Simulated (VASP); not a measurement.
# V in VASP: notebook

V is run at these levels: PBE, HSE06, PBE0; tasks: single point.

Program: VASP 6.6.1. These are calculated values, not measurements. Logs are shortened: lines on timing, memory, paths and dates and some standing lists are left out, and cuts for length are marked.

**1. The cell of the first run**

The cell holds a single atom in a box, 1 atom: a = 14.000 Å, b = 14.400 Å, c = 14.800 Å, α = 90.00°, β = 90.00°, γ = 90.00°.

**2. Single point, PBE, collinear spin, ferromagnetic start**

INCAR reads:

```
  PREC = Accurate
  ENCUT = 400
  EDIFF = 1E-6
  ISMEAR = -1
  SIGMA = 0.01
  LREAL = F
  LASPH = T
  NELM = 200
  ALGO = Normal
  ISIF = 2
  LWAVE = F
  LCHARG = F
  ISPIN = 2
  MAGMOM = 5
  LORBIT = 11
  LMAXMIX = 4
  GGA = PE
  NBANDS = 16
  ISYM = 0
  GGA_COMPAT = F
```

KPOINTS reads:

```
Automatic mesh
0
Gamma
  1 1 1
```

POSCAR reads:

```
V
1.0
   14.0000000000      0.0000000000      0.0000000000
    0.0000000000     14.4000000000      0.0000000000
    0.0000000000      0.0000000000     14.8000000000
V
1
Direct
    0.5000000000      0.5000000000      0.5000000000
```

Potentials or basis: VASP PAW PBE potentials, release 64 (V_sv).

On the command line:

```bash
> cat potpaw_PBE.64/V_sv/POTCAR > POTCAR
> mpirun -np 1 vasp_gam > vasp.out
```

OUTCAR:

```text
PREC = Accurate
   ENCUT = 400
   EDIFF = 1E-6
   ISMEAR = -1
   LREAL = F
   LASPH = T
   NELM = 200
   ISIF = 2
   ISPIN = 2
   LORBIT = 11
   GGA = PE
   ISYM = 0

 ion  position               nearest neighbor table
   1  0.500  0.500  0.500-

IMPORTANT INFORMATION: All symmetrisations will be switched off!
NOSYMM: (Re-)initialisation of all symmetry stuff for point group C_1.

----------------------------------------------------------------------------------------

                                     Primitive cell

  volume of cell :    2983.6800

  direct lattice vectors                    reciprocal lattice vectors
    14.000000000  0.000000000  0.000000000     0.071428571  0.000000000  0.000000000
     0.000000000 14.400000000  0.000000000     0.000000000  0.069444444  0.000000000
     0.000000000  0.000000000 14.800000000     0.000000000  0.000000000  0.067567568

  length of vectors
    14.000000000 14.400000000 14.800000000     0.071428571  0.069444444  0.067567568

  position of ions in fractional coordinates (direct lattice)
     0.500000000  0.500000000  0.500000000

  ion indices of the primitive-cell ions
   primitive index   ion index
                 1           1

----------------------------------------------------------------------------------------

 KPOINTS: Automatic mesh

Automatic generation of k-mesh.
 Grid dimensions read from file:
 generate k-points for:    1    1    1

 Generating k-lattice:

  Cartesian coordinates                     Fractional coordinates (reciprocal lattice)
     0.071428571  0.000000000  0.000000000     1.000000000  0.000000000  0.000000000
     0.000000000  0.069444444  0.000000000     0.000000000  1.000000000  0.000000000
     0.000000000  0.000000000  0.067567568     0.000000000  0.000000000  1.000000000

  Length of vectors
     0.071428571  0.069444444  0.067567568

  Shift w.r.t. Gamma in fractional coordinates (k-lattice)
     0.000000000  0.000000000  0.000000000

 Subroutine IBZKPT returns following result:
 ===========================================

 Found      1 irreducible k-points:

 Following reciprocal coordinates:
            Coordinates               Weight
  0.000000  0.000000  0.000000      1.000000
   k-points           NKPTS =      1   k-points in BZ     NKDIM =      1   number of bands    NBANDS=     16
   number of dos      NEDOS =    301   number of ions     NIONS =      1
   total plane-waves  NPLWV = 903168
   dimension x,y,z NGX =    96 NGY =   96 NGZ =   98
   dimension x,y,z NGXF=   192 NGYF=  192 NGZF=  196
   ions per type =               1
   NGX,Y,Z   is equivalent  to a cutoff of  11.40, 11.08, 11.01 a.u.
   NGXF,Y,Z  is equivalent  to a cutoff of  22.80, 22.17, 22.02 a.u.
 SYSTEM =  unknown system
   PREC   = accura    normal or accurate (medium, high low for compatibility)
   ISTART =      0    job   : 0-new  1-cont  2-samecut
   ICHARG =      2    charge: 1-file 2-atom 10-const
   ISPIN  =      2    spin polarized calculation?
   LNONCOLLINEAR =      F non collinear calculations
   LSORBIT =      F    spin-orbit coupling
   LASPH  =      T    aspherical Exc in radial PAW
   ENCUT  =  400.0 eV  29.40 Ry    5.42 a.u.  22.83 23.48 24.14*2*pi/ulx,y,z
   NELM   =    200;   NELMIN=  2; NELMDL= -5     # of ELM steps
   EDIFF  = 0.1E-05   stopping-criterion for ELM
   LREAL  =      F    real-space projection
   EDIFFG = 0.1E-04   stopping-criterion for IOM
   NSW    =      0    number of steps for IOM
   IBRION =     -1    ionic relax: 0-MD 1-quasi-New 2-CG
   NFREE  =      0    steps in history (QN), initial steepest desc. (CG)
   ISIF   =      2    stress and relaxation
   ISYM   =      0    0-nonsym 1-usesym 2-fastsym
   POTIM  = 0.5000    time-step for ionic-motion
   TEBEG  =    0.0;   TEEND  =   0.0 temperature during run
   PSTRESS=    0.0 pullay stress
   NELECT =      13.0000    total number of electrons
   NUPDOWN=      -1.0000    fix difference up-down
   EMIN   =  10.00;   EMAX   =-10.00  energy-range for DOS
   EFERMI =   0.00;   METHOD = LEGACY
   ISMEAR =    -1;   SIGMA  =   0.01  broadening in eV -4-tet -1-fermi 0-gaus
   EFERMI_NEDOS =   21; number of points for ismear=-14 and -15
   IALGO  =     38    algorithm
   IMIX   =      4    mixing-type and parameters
     AMIX     =   0.40;   BMIX     =  1.00
     AMIX_MAG =   1.60;   BMIX_MAG =  1.00
  volume/ion in A,a.u.               =    2983.68     20134.87
  Fermi-wavevector in a.u.,A,eV,Ry     =   0.267386  0.505286  0.972752  0.071495
  Thomas-Fermi vector in A             =   1.102613
   LORBIT       =     11    0 simple, 1 ext, 2 COOP (PROOUT), +10 PAW based schemes
   GGA     = PE    functional components
   LHFCALC =     F    Hartree Fock is set to
   AEXX    =    0.0000 exact exchange contribution
   IVDW    =     0    specifies the selected vdW correction
   LEPSILON=     F    determine dielectric tensor
   LRPA    =     F    only Hartree local field effects (RPA)
 spin polarized calculation
  energy-cutoff  :      400.00
  volume of cell :     2983.68
 maximum number of plane-waves:     27122
 NGX is ok and might be reduce to    90
   NGX = 45   NGY = 47   NGZ = 49

 number of electron      13.0000005 magnetization       4.9999998

 Free energy of the ion-electron system (eV)
  ---------------------------------------------------
  ext. energy  EPLUGINS =         0.00000000
  ---------------------------------------------------
  free energy    TOTEN  =        -3.62930346 eV

  energy without entropy =       -3.62297772  energy(sigma->0) =       -3.62614059

 E-fermi :  -2.7613     XC(G=0):  -0.2906

 val. band max:       -2.7926108856   @ k =   0.0000   0.0000   0.0000
 cond. band min:      -2.7373113776   @ k =   0.0000   0.0000   0.0000
 fundamental gap:      0.0552995080
 Fermi energy:        -2.7613061923

 spin component 1

 k-point     1 :       0.0000    0.0000    0.0000
  band No.  band energies     occupation
      1     -67.0691      1.00000
      2     -41.3119      1.00000
      3     -40.9165      1.00000
      4     -40.9152      1.00000
      5      -4.2244      1.00000
      6      -3.2966      1.00000
[... 8 lines left out ...]
     15       0.4536      0.00000
     16       0.4702      0.00000
 Fermi energy:        -2.7613061923

 spin component 2

 k-point     1 :       0.0000    0.0000    0.0000
  band No.  band energies     occupation
      1     -63.8496      1.00000
      2     -38.5469      1.00000
      3     -37.4644      1.00000
      4     -37.4616      1.00000
      5      -1.3860      0.00000
      6      -0.5743      0.00000
[... 8 lines left out ...]
     15       0.7650      0.00000
     16       0.8172      0.00000

------------------------ aborting loop because EDIFF is reached ----------------------------------------

  FORCE on cell =-STRESS in cart. coord.  units (eV):
  Direction    XX          YY          ZZ          XY          YZ          ZX
  --------------------------------------------------------------------------------------
  -------------------------------------------------------------------------------------
  Total       -0.1443958     -0.1420024     -0.1670157      0.0009046     -0.0052787     -0.0048954
  in kB       -0.0775377     -0.0762525     -0.0896842      0.0004857     -0.0028345     -0.0026287
  external PRESSURE =      -0.0811581 kB  Pullay stress =       0.0000000 kB

 VOLUME and BASIS-vectors are now :
 -----------------------------------------------------------------------------
  energy-cutoff  :      400.00
  volume of cell :     2983.68
      direct lattice vectors                 reciprocal lattice vectors
    14.000000000  0.000000000  0.000000000     0.071428571  0.000000000  0.000000000
     0.000000000 14.400000000  0.000000000     0.000000000  0.069444444  0.000000000
     0.000000000  0.000000000 14.800000000     0.000000000  0.000000000  0.067567568

 POSITION                                       TOTAL-FORCE (eV/Angst)
 -----------------------------------------------------------------------------------
      7.00000      7.20000      7.40000         0.000000     -0.000000     -0.000000
 -----------------------------------------------------------------------------------
    total drift:                                0.000000     -0.000000     -0.000000

  FREE ENERGIE OF THE ION-ELECTRON SYSTEM (eV)
  ---------------------------------------------------
  free  energy   TOTEN  =        -3.6293034618 eV

  energy  without entropy=       -3.6229777172  energy(sigma->0) =       -3.62614059

 total charge

# of ion       s       p       d       tot
------------------------------------------
    1        2.218   5.954   3.278  11.449

 magnetization (x)

# of ion       s       p       d       tot
------------------------------------------
    1        0.222   0.004   3.277   3.503
```

OSZICAR:

```text
N       E                     dE             d eps       ncg     rms          rms(c)
DAV:   1     0.711245982584E+02    0.71125E+02   -0.51196E+03    96   0.346E+02
DAV:   2     0.901879459068E+01   -0.62106E+02   -0.60720E+02    88   0.124E+02
[... 51 lines left out ...]
DAV:  54    -0.362928298877E+01   -0.17547E-04   -0.97836E-07    64   0.840E-03    0.542E-03
DAV:  55    -0.362929427363E+01   -0.11285E-04   -0.46089E-07    72   0.478E-03    0.518E-03
DAV:  56    -0.362929639268E+01   -0.21190E-05   -0.18350E-07    64   0.338E-03    0.461E-03
DAV:  57    -0.362929901063E+01   -0.26179E-05   -0.43146E-08    64   0.158E-03    0.447E-03
DAV:  58    -0.362930304790E+01   -0.40373E-05   -0.81446E-08    56   0.246E-03    0.461E-03
DAV:  59    -0.362930346184E+01   -0.41394E-06   -0.65590E-08    72   0.210E-03
   1 F= -.36293035E+01 E0= -.36261406E+01  d E =-.632574E-02  mag=     5.0000
```

stdout:

```text
POSCAR found type information on POSCAR V
 POSCAR found :  1 types and       1 ions
 scaLAPACK will be used
 LDA part: xc-table for (Slater+PW92), standard interpolation
 POSCAR, INCAR and KPOINTS ok, starting setup
 FFT: planning ... GRIDC
 FFT: planning ... GRID_SOFT
 FFT: planning ... GRID
 WAVECAR not read
 entering main loop
```

Run time: 11 min. Hardware: 1 thread of Intel Xeon Platinum 8375C at 2.90GHz (Ice Lake), shared host; peak memory 2.1 GiB.

What came out:

```yaml
Free_energy: -3.6293 eV
Pressure: 0.0 GPa
Band_gap_on_the_k_mesh: 0.06 eV
Net_moment: 5.00 μB per cell
Site_moments: V +3.50 μB
Valence_electrons_inside_the_program's_atomic_spheres: V 11.45
```

Levels at points of the mesh, in eV from the valence-band top:
Spin up:
| k point | band 7 | band 8 | band 9 | band 10 | band 11 | band 12 |
| --- | --- | --- | --- | --- | --- | --- |
| (0.00, 0.00, 0.00) | -0.50 | 0.00 | 0.00 | 0.06 | 1.57 | 1.61 |
Spin down:
| k point | band 2 | band 3 | band 4 | band 5 | band 6 | band 7 | band 8 |
| --- | --- | --- | --- | --- | --- | --- | --- |
| (0.00, 0.00, 0.00) | -35.75 | -34.67 | -34.67 | 1.41 | 2.22 | 2.92 | 2.97 |

(Continued in part 2 of 2.)
